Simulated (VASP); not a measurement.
# In5Sb3As2 (Pmm2) in VASP: a series of runs

Runs on In5Sb3As2. Level: PBE. Tasks: single point, relaxation of cell and atoms.

All numbers are computed with VASP 6.6.1; they aren't measurements. Logs are shortened: lines on timing, memory, paths and dates and some standing lists are left out, and cuts for length are marked.

**1. The cell of the first run**

It takes space group Pmm2 (No. 25, orthorhombic). The conventional cell has a = 2.973 Å, b = 5.722 Å, c = 15.613 Å, α = 90.00°, β = 90.00°, γ = 90.00°. Within 3.9 Å of In (site symmetry mm2) lie 4 Sb at 2.97 to 3.70 Å and 4 In at 2.97 to 3.12 Å. Within 3.9 Å of In (site symmetry mm2) lie 4 Sb at 2.97 to 3.70 Å and 4 In at 2.97 to 3.12 Å. In (site symmetry mm2) has 2 Sb at 2.97 Å and 4 In at 2.97 to 3.12 Å and 2 As at 3.70 Å within 3.9 Å. Within 3.9 Å of In (site symmetry mm2) lie 4 As at 2.97 to 3.70 Å and 4 In at 2.97 to 3.12 Å. Within 3.9 Å of In (site symmetry mm2) lie 2 As at 2.97 Å and 4 In at 2.97 to 3.12 Å and 2 Sb at 3.70 Å. Sb (site symmetry mm2) has 4 In at 2.97 to 3.70 Å and 4 Sb at 2.97 to 3.12 Å within 3.9 Å. Within 3.9 Å of Sb (site symmetry mm2) lie 4 In at 2.97 to 3.70 Å and 3 Sb at 2.97 to 3.12 Å and 1 As at 3.12 Å. Sb (site symmetry mm2) has 4 In at 2.97 to 3.70 Å and 3 Sb at 2.97 to 3.12 Å and 1 As at 3.12 Å within 3.9 Å.

**2. Single point, PBE**

INCAR

```
PREC = Accurate
ENCUT = 520
EDIFF = 1E-7
ISMEAR = 0
SIGMA = 0.1
LREAL = F
LASPH = T
NELM = 80
ALGO = Normal
ISIF = 2
LWAVE = F
LCHARG = F
GGA = PE
NBANDS = 56
```

KPOINTS

```
regular mesh
0
Gamma
  6 4 1
```

POSCAR

```
In5Sb3As2
1.0
    2.9728430000      0.0000000000      0.0000000000
    0.0000000000      5.7216281600      0.0000000000
    0.0000000000      0.0000000000     15.6127730100
In Sb As
5 3 2
Direct
    0.0000000000      0.0000000000      0.0000000000
    0.0000000000      0.0000000000      0.2000000000
    0.0000000000      0.0000000000      0.4000000000
    0.0000000000      0.0000000000      0.6000000000
    0.0000000000      0.0000000000      0.8000000000
    0.0000000000      0.5000000000      0.1500000000
    0.0000000000      0.5000000000      0.3500000000
    0.0000000000      0.5000000000      0.9500000000
    0.0000000000      0.5000000000      0.5500000000
    0.0000000000      0.5000000000      0.7500000000
```

Potentials or basis: VASP PAW PBE potentials, release 64 (In_d, Sb, As).

Launch:

```bash
$ cat potpaw_PBE.64/In_d/POTCAR potpaw_PBE.64/Sb/POTCAR potpaw_PBE.64/As/POTCAR > POTCAR
$ mpirun -np 1 vasp_std > vasp.out
```

OUTCAR:

```text
PREC = Accurate
   ENCUT = 520
   EDIFF = 1E-7
   ISMEAR = 0
   LREAL = F
   LASPH = T
   NELM = 80
   ISIF = 2
   GGA = PE

 ion  position               nearest neighbor table
   1  0.000  0.000  0.000-   8 2.97   8 2.97   2 3.12   5 3.12   6 3.70   6 3.70
   2  0.000  0.000  0.200-   6 2.97   6 2.97   3 3.12   1 3.12   7 3.70   7 3.70
   3  0.000  0.000  0.400-   7 2.97   7 2.97   2 3.12   4 3.12
   4  0.000  0.000  0.600-   9 2.97   9 2.97   5 3.12   3 3.12
   5  0.000  0.000  0.800-  10 2.97  10 2.97   4 3.12   1 3.12   8 3.70   8 3.70
   6  0.000  0.500  0.150-   2 2.97   2 2.97   8 3.12   7 3.12   1 3.70   1 3.70
   7  0.000  0.500  0.350-   3 2.97   3 2.97   9 3.12   6 3.12   2 3.70   2 3.70
   8  0.000  0.500  0.950-   1 2.97   1 2.97   6 3.12  10 3.12   5 3.70   5 3.70
   9  0.000  0.500  0.550-   4 2.97   4 2.97   7 3.12
  10  0.000  0.500  0.750-   5 2.97   5 2.97   8 3.12

  LATTYP: Found a simple orthorhombic cell.
 ALAT       =     2.9728430000
 B/A-ratio  =     1.9246317952
 C/A-ratio  =     5.2517987025

  Lattice vectors:

 A1 = (   2.9728430000,   0.0000000000,   0.0000000000)
 A2 = (   0.0000000000,   5.7216281600,   0.0000000000)
 A3 = (   0.0000000000,   0.0000000000,  15.6127730100)

Analysis of symmetry for initial positions (statically):
=====================================================================
 Subroutine PRICEL returns:
 Original cell was already a primitive cell.

 Routine SETGRP: Setting up the symmetry group for a
 simple orthorhombic supercell.

 Subroutine GETGRP returns: Found  4 space group operations
 (whereof  4 operations were pure point group operations)
 out of a pool of  8 trial point group operations.

The static configuration has the point symmetry C_2v.

Analysis of symmetry for dynamics (positions and initial velocities):
=====================================================================
 Subroutine PRICEL returns:
 Original cell was already a primitive cell.

 Routine SETGRP: Setting up the symmetry group for a
 simple orthorhombic supercell.

 Subroutine GETGRP returns: Found  4 space group operations
 (whereof  4 operations were pure point group operations)
 out of a pool of  8 trial point group operations.

The dynamic configuration has the point symmetry C_2v.

 Subroutine INISYM returns: Found  4 space group operations
 (whereof  4 operations are pure point group operations),
 and found     1 'primitive' translations

----------------------------------------------------------------------------------------

                                     Primitive cell

  volume of cell :     265.5655

  direct lattice vectors                    reciprocal lattice vectors
     2.972843000  0.000000000  0.000000000     0.336378342  0.000000000  0.000000000
     0.000000000  5.721628160  0.000000000     0.000000000  0.174775426  0.000000000
     0.000000000  0.000000000 15.612773010     0.000000000  0.000000000  0.064050121

  length of vectors
     2.972843000  5.721628160 15.612773010     0.336378342  0.174775426  0.064050121

  position of ions in fractional coordinates (direct lattice)
     0.000000000  0.000000000  0.000000000
     0.000000000  0.000000000  0.200000000
     0.000000000  0.000000000  0.400000000
     0.000000000  0.000000000  0.600000000
     0.000000000  0.000000000  0.800000000
     0.000000000  0.500000000  0.150000000
     0.000000000  0.500000000  0.350000000
     0.000000000  0.500000000  0.950000000
     0.000000000  0.500000000  0.550000000
     0.000000000  0.500000000  0.750000000

  ion indices of the primitive-cell ions
   primitive index   ion index
                 1           1
                 2           2
                 3           3
                 4           4
                 5           5
                 6           6
                 7           7
                 8           8
                 9           9
                10          10

----------------------------------------------------------------------------------------

 KPOINTS: regular mesh

Automatic generation of k-mesh.
 Grid dimensions read from file:
 generate k-points for:    6    4    1

 Generating k-lattice:

  Cartesian coordinates                     Fractional coordinates (reciprocal lattice)
     0.056063057  0.000000000  0.000000000     0.166666667  0.000000000  0.000000000
     0.000000000  0.043693857  0.000000000     0.000000000  0.250000000  0.000000000
     0.000000000  0.000000000  0.064050121     0.000000000  0.000000000  1.000000000

  Length of vectors
     0.056063057  0.043693857  0.064050121

  Shift w.r.t. Gamma in fractional coordinates (k-lattice)
     0.000000000  0.000000000  0.000000000

 Subroutine IBZKPT returns following result:
 ===========================================

 Found     12 irreducible k-points:

 Following reciprocal coordinates:
            Coordinates               Weight
  0.000000  0.000000  0.000000      1.000000
  0.166667  0.000000  0.000000      2.000000
  0.333333  0.000000  0.000000      2.000000
  0.500000  0.000000  0.000000      1.000000
  0.000000  0.250000  0.000000      2.000000
  0.166667  0.250000  0.000000      4.000000
  0.333333  0.250000  0.000000      4.000000
  0.500000  0.250000  0.000000      2.000000
  0.000000  0.500000  0.000000      1.000000
  0.166667  0.500000  0.000000      2.000000
  0.333333  0.500000  0.000000      2.000000
  0.500000  0.500000  0.000000      1.000000
   k-points           NKPTS =     12   k-points in BZ     NKDIM =     12   number of bands    NBANDS=     56
   number of dos      NEDOS =    301   number of ions     NIONS =     10
   total plane-waves  NPLWV = 138240
   dimension x,y,z NGX =    24 NGY =   48 NGZ =  120
   dimension x,y,z NGXF=    48 NGYF=   96 NGZF=  240
   ions per type =               5   3   2
   NGX,Y,Z   is equivalent  to a cutoff of  13.42, 13.95, 12.78 a.u.
   NGXF,Y,Z  is equivalent  to a cutoff of  26.84, 27.89, 25.56 a.u.
 SYSTEM =  unknown system
   PREC   = accura    normal or accurate (medium, high low for compatibility)
   ISTART =      0    job   : 0-new  1-cont  2-samecut
   ICHARG =      2    charge: 1-file 2-atom 10-const
   ISPIN  =      1    spin polarized calculation?
   LNONCOLLINEAR =      F non collinear calculations
   LSORBIT =      F    spin-orbit coupling
   LASPH  =      T    aspherical Exc in radial PAW
   ENCUT  =  520.0 eV  38.22 Ry    6.18 a.u.   5.53 10.64 29.03*2*pi/ulx,y,z
   NELM   =     80;   NELMIN=  2; NELMDL= -5     # of ELM steps
   EDIFF  = 0.1E-06   stopping-criterion for ELM
   LREAL  =      F    real-space projection
   EDIFFG = 0.1E-05   stopping-criterion for IOM
   NSW    =      0    number of steps for IOM
   IBRION =     -1    ionic relax: 0-MD 1-quasi-New 2-CG
   NFREE  =      0    steps in history (QN), initial steepest desc. (CG)
   ISIF   =      2    stress and relaxation
   ISYM   =      2    0-nonsym 1-usesym 2-fastsym
   POTIM  = 0.5000    time-step for ionic-motion
   TEBEG  =    0.0;   TEEND  =   0.0 temperature during run
   PSTRESS=    0.0 pullay stress
   NELECT =      90.0000    total number of electrons
   NUPDOWN=      -1.0000    fix difference up-down
   EMIN   =  10.00;   EMAX   =-10.00  energy-range for DOS
   EFERMI =   0.00;   METHOD = LEGACY
   ISMEAR =     0;   SIGMA  =   0.10  broadening in eV -4-tet -1-fermi 0-gaus
   EFERMI_NEDOS =   21; number of points for ismear=-14 and -15
   IALGO  =     38    algorithm
   IMIX   =      4    mixing-type and parameters
     AMIX     =   0.40;   BMIX     =  1.00
     AMIX_MAG =   1.60;   BMIX_MAG =  1.00
  volume/ion in A,a.u.               =      26.56       179.21
  Fermi-wavevector in a.u.,A,eV,Ry     =   1.141384  2.156903 17.725091  1.302757
  Thomas-Fermi vector in A             =   2.278084
   LORBIT       =      0    0 simple, 1 ext, 2 COOP (PROOUT), +10 PAW based schemes
   GGA     = PE    functional components
   LHFCALC =     F    Hartree Fock is set to
   AEXX    =    0.0000 exact exchange contribution
   IVDW    =     0    specifies the selected vdW correction
   LEPSILON=     F    determine dielectric tensor
   LRPA    =     F    only Hartree local field effects (RPA)
 non-spin polarized calculation
 Gauss-broadening in eV      SIGMA  =   0.10
  energy-cutoff  :      520.00
  volume of cell :      265.57
 maximum number of plane-waves:      7187
 NGX is ok and might be reduce to    24
   NGX = 11   NGY = 21   NGZ = 59

 number of electron      90.0000016 magnetization

 Free energy of the ion-electron system (eV)
  ---------------------------------------------------
  ext. energy  EPLUGINS =         0.00000000
  ---------------------------------------------------
  free energy    TOTEN  =       -32.93196681 eV

  energy without entropy =      -32.88704819  energy(sigma->0) =      -32.90950750

 E-fermi :   6.7653     XC(G=0):  -9.9487

 val. band max:        6.7594546441   @ k =   0.3333   0.2500   0.0000
 cond. band min:       6.7802563418   @ k =   0.5000   0.2500   0.0000
 fundamental gap:      0.0208016977
 Fermi energy:         6.7652674066

 k-point     1 :       0.0000    0.0000    0.0000
  band No.  band energies     occupation
      1      -8.2559      2.00000
      2      -8.1957      2.00000
      3      -8.1850      2.00000
      4      -8.1449      2.00000
      5      -8.1099      2.00000
      6      -8.0376      2.00000
[... 48 lines left out ...]
     55      12.1906      0.00000
     56      12.4596      0.00000

 k-point     2 :       0.1667    0.0000    0.0000
  band No.  band energies     occupation
      1      -8.1267      2.00000
      2      -8.0262      2.00000
      3      -8.0231      2.00000
      4      -7.9848      2.00000
      5      -7.9742      2.00000
      6      -7.9439      2.00000
[... 48 lines left out ...]
     55      11.4734      0.00000
     56      11.5097      0.00000
[... 529 lines left out ...]
     55       9.5798      0.00000
     56      10.2912      0.00000

 k-point    12 :       0.5000    0.5000    0.0000
  band No.  band energies     occupation
      1      -8.0112      2.00000
      2      -8.0002      2.00000
      3      -7.9846      2.00000
      4      -7.9308      2.00000
      5      -7.9106      2.00000
      6      -7.8950      2.00000
[... 48 lines left out ...]
     55      10.2391      0.00000
     56      10.8667      0.00000

------------------------ aborting loop because EDIFF is reached ----------------------------------------

  FORCE on cell =-STRESS in cart. coord.  units (eV):
  Direction    XX          YY          ZZ          XY          YZ          ZX
  --------------------------------------------------------------------------------------
  -------------------------------------------------------------------------------------
  Total       -2.6587292      1.9220167      8.7920837      0.0000000      0.0000000      0.0000000
  in kB      -16.0403203     11.5956765     53.0433258      0.0000000      0.0000000      0.0000000
  external PRESSURE =      16.1995607 kB  Pullay stress =       0.0000000 kB

 VOLUME and BASIS-vectors are now :
 -----------------------------------------------------------------------------
  energy-cutoff  :      520.00
  volume of cell :      265.57
      direct lattice vectors                 reciprocal lattice vectors
     2.972843000  0.000000000  0.000000000     0.336378342  0.000000000  0.000000000
     0.000000000  5.721628160  0.000000000     0.000000000  0.174775426  0.000000000
     0.000000000  0.000000000 15.612773010     0.000000000  0.000000000  0.064050121

 POSITION                                       TOTAL-FORCE (eV/Angst)
 -----------------------------------------------------------------------------------
      0.00000      0.00000      0.00000         0.000000      0.000000      0.141841
      0.00000      0.00000      3.12255         0.000000      0.000000      0.151821
      0.00000      0.00000      6.24511         0.000000      0.000000      0.235429
      0.00000      0.00000      9.36766         0.000000      0.000000      0.002114
      0.00000      0.00000     12.49022         0.000000      0.000000     -0.080176
      0.00000      2.86081      2.34192         0.000000      0.000000     -0.153994
      0.00000      2.86081      5.46447         0.000000      0.000000      0.394903
      0.00000      2.86081     14.83213         0.000000      0.000000     -0.695173
      0.00000      2.86081      8.58703         0.000000      0.000000      0.126779
      0.00000      2.86081     11.70958         0.000000      0.000000     -0.123543
 -----------------------------------------------------------------------------------
    total drift:                                0.000000      0.000000      0.003946

  FREE ENERGIE OF THE ION-ELECTRON SYSTEM (eV)
  ---------------------------------------------------
  free  energy   TOTEN  =       -32.9319668057 eV

  energy  without entropy=      -32.8870481902  energy(sigma->0) =      -32.90950750
```

Wall time 4.6 min (1 thread of Intel Xeon 6975P-C (Granite Rapids), shared host); peak memory 0.45 GiB.

Results:

- Free energy: -32.9320 eV
- Pressure: 1.6 GPa
- Largest force: 0.695 eV/Å
- Band gap on the k mesh: zero (bands 45 and 46 overlap by 2.22 eV)

Forces in eV/Å, atoms in the order of the input:
```
In   0.000  0.000  0.142
In   0.000  0.000  0.152
In   0.000  0.000  0.235
In   0.000  0.000  0.002
In   0.000  0.000 -0.080
Sb   0.000  0.000 -0.154
Sb   0.000  0.000  0.395
Sb   0.000  0.000 -0.695
As   0.000  0.000  0.127
As   0.000  0.000 -0.124
```

Stress tensor (GPa, compression positive):
```
-1.60  0.00  0.00
 0.00  1.16  0.00
 0.00  0.00  5.30
```

Levels at points of the mesh, in eV from the Fermi level:
```
           k point  band 43  band 44  band 45  band 46  band 47  band 48  band 49  band 50
(0.00, 0.00, 0.00)    -0.64    -0.57    -0.25    -0.17     2.45     2.83     3.14     3.86
(0.50, 0.00, 0.00)    -1.69    -1.32    -0.76    -0.73    -0.46    -0.30    -0.13    -0.03
(0.00, 0.50, 0.00)     0.09     0.13     0.88     1.69     1.77     1.79     2.14     3.13
(0.50, 0.50, 0.00)    -1.88    -1.81    -1.72    -0.39    -0.26     1.08     1.29     1.65
```

Caveat: the k points lie up to 0.40 Å⁻¹ apart, too coarse for converged energies and pressures of a metal; spin-orbit coupling is left out, which moves the levels of the heavy elements.

**3. Relaxation of cell and atoms, PBE**

INCAR

```
PREC = Accurate ; ENCUT = 600
EDIFF = 1E-6 ; ISMEAR = 0
SIGMA = 0.1 ; LREAL = F
LASPH = T ; NELM = 80
ALGO = Normal ; ISIF = 3
LWAVE = F ; LCHARG = F
GGA = PE ; IBRION = 2
NSW = 90 ; EDIFFG = -0.04
```

KPOINTS

```
Automatic mesh
0
Gamma
  6 4 1
```

POSCAR is that of step 2.

Potentials or basis: VASP PAW PBE potentials, release 64 (In_d, Sb, As).

Launch:

```bash
$ cat potpaw_PBE.64/In_d/POTCAR potpaw_PBE.64/Sb/POTCAR potpaw_PBE.64/As/POTCAR > POTCAR
$ mpirun -np 1 vasp_std > vasp.out
```

Run time: 90 min. Hardware: 1 thread of Intel Xeon 6975P-C (Granite Rapids), shared host; peak memory 0.55 GiB.

The run converged. Its results:

```yaml
Free_energy: -33.9927 eV
Relaxed_volume: 27.12 Å³/atom
Relaxed_cell: a = 2.949 Å, b = 5.287 Å, c = 17.398 Å, α = 90.00°, β = 90.00°, γ = 90.00°
Space_group_after_relaxing_to_0.1_Å: Pmm2 (No. 25)
Energy_gained_by_relaxing: 106.0 meV/atom
Ionic_steps: 52
Pressure_after_relaxing: 0.0 GPa
Largest_force_after_relaxing: 0.029 eV/Å
Band_gap_on_the_k_mesh: zero (bands 45 and 46 overlap by 2.06 eV)
```

Forces on the atoms (eV/Å):
```
In   0.000  0.000  0.023
In   0.000  0.000 -0.002
In   0.000  0.000  0.020
In   0.000  0.000 -0.016
In   0.000  0.000  0.003
Sb   0.000  0.000  0.018
Sb   0.000  0.000  0.006
Sb   0.000  0.000 -0.006
As   0.000  0.000 -0.016
As   0.000  0.000 -0.029
```

Stress tensor (GPa, compression positive):
```
 0.11  0.00  0.00
 0.00 -0.08  0.00
 0.00  0.00 -0.05
```

The path:
```csv
step,energy change (eV),largest force (eV/Å),pressure (GPa),volume (Å³)
1,0.0000,0.6952,1.62,265.57
3,-0.3046,0.3903,-0.48,278.12
5,-0.3611,0.4230,0.09,275.22
7,-0.4672,0.3793,-0.37,274.74
9,-0.5053,0.3298,-0.56,274.23
11,-0.5348,0.3292,-0.50,273.67
13,-0.6325,0.3517,-0.20,271.17
15,-0.6493,0.4040,0.09,269.87
17,-0.7597,0.2699,0.22,270.06
19,-0.7697,0.2527,0.14,270.65
21,-0.7987,0.2953,-0.70,275.83
23,-0.8361,0.3000,-0.25,273.08
25,-0.8116,0.4899,2.73,260.63
27,-0.8841,0.3832,0.84,267.54
29,-0.9659,0.3449,0.65,268.30
31,-0.9858,0.3441,0.38,270.61
33,-1.0011,0.2787,-0.40,275.02
35,-1.0304,0.1530,0.13,272.14
37,-1.0335,0.2186,0.27,270.98
39,-1.0457,0.1998,-0.04,272.20
41,-1.0522,0.1044,-0.14,272.51
43,-1.0539,0.0869,0.03,271.47
45,-1.0553,0.0771,0.16,270.70
47,-1.0574,0.0726,0.09,270.47
49,-1.0591,0.0536,-0.02,271.33
51,-1.0596,0.0482,-0.04,271.38
52,-1.0605,0.0294,0.00,271.23
```

Final structure:
```yaml
crystal:
  lattice:
    - [2.94892, 0.00000, 0.00000]
    - [0.00000, 5.28660, 0.00000]
    - [0.00000, 0.00000, 17.39768]
  atoms:
    - { symbol: In, position: [0.00000, 0.00000, 0.01934] }
    - { symbol: In, position: [0.00000, 0.00000, 0.22797] }
    - { symbol: In, position: [0.00000, 0.00000, 0.43422] }
    - { symbol: In, position: [0.00000, 0.00000, 0.62566] }
    - { symbol: In, position: [0.00000, 0.00000, 0.81482] }
    - { symbol: Sb, position: [0.00000, 0.50000, 0.12213] }
    - { symbol: Sb, position: [0.00000, 0.50000, 0.33127] }
    - { symbol: Sb, position: [0.00000, 0.50000, 0.91880] }
    - { symbol: As, position: [0.00000, 0.50000, 0.54881] }
    - { symbol: As, position: [0.00000, 0.50000, 0.70698] }
```

Levels at points of the mesh, in eV from the Fermi level:
```csv
k point,band 41,band 42,band 43,band 44,band 45,band 46,band 47,band 48,band 49,band 50
"(0.00, 0.00, 0.00)",-2.15,-1.91,-1.60,-0.99,-0.09,0.09,0.99,1.11,1.41,3.28
"(0.50, 0.00, 0.00)",-1.15,-1.12,-0.76,-0.65,-0.53,-0.36,-0.30,-0.04,0.14,0.25
"(0.00, 0.50, 0.00)",-1.31,-0.27,0.15,0.84,1.55,1.94,2.79,2.98,3.01,3.40
"(0.50, 0.50, 0.00)",-2.27,-2.06,-1.62,-1.60,-1.48,-0.50,-0.35,-0.01,0.45,0.51
```

Caveat: the k points lie up to 0.36 Å⁻¹ apart in the final cell, too coarse for converged energies and pressures of a metal; spin-orbit coupling is left out, which moves the levels of the heavy elements.
